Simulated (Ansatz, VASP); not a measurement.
## Hf in VASP and in Ansatz

```
Hf
1.0
     3.19670    0.00000    0.00000
    -1.59835    2.76842    0.00000
     0.00000    0.00000    5.05780
Hf
2
Direct
  0.43801 0.74329 0.13137
  0.66667 0.33333 0.75000
```

Alike in both runs: task single point; functional PBEsol; k mesh 18 × 18 × 10; occupations gaussian, width 0.15 eV; no spin polarisation.

|  | VASP | Ansatz |
| --- | --- | --- |
| version | VASP 6.6.1 | Ansatz 0.2.0 |
| potentials or method | VASP PAW PBE potentials, release 64 (Hf_pv), cutoff 520 eV | scalar-relativistic, plane waves, PAW |
| valence electrons in the cell | 20 | 52 |

|  | VASP | Ansatz | Ansatz less VASP |
| --- | --- | --- | --- |
| gap on the k mesh at the Fermi level (eV) | none | none | - |
| pressure (GPa) | 10.3 | 10.7 | +0.39 |
| traceless stress, the component that is largest in VASP (GPa) | 11.57 | 11.56 | -0.008 |
| rms of the force components (eV/Å) | 3.077 | 3.118 | +0.0413 |

VASP's potentials were made for PBE, not for PBEsol. Atom by atom the forces differ by 0.041 eV/Å (rms over components). A gap of «none» marks a metal or a gap that the smearing closes. VASP's potentials hold 20 valence electrons a cell and Ansatz's 52, so a difference there can come from the potentials and not from the codes.

Neither program's run includes spin-orbit coupling.
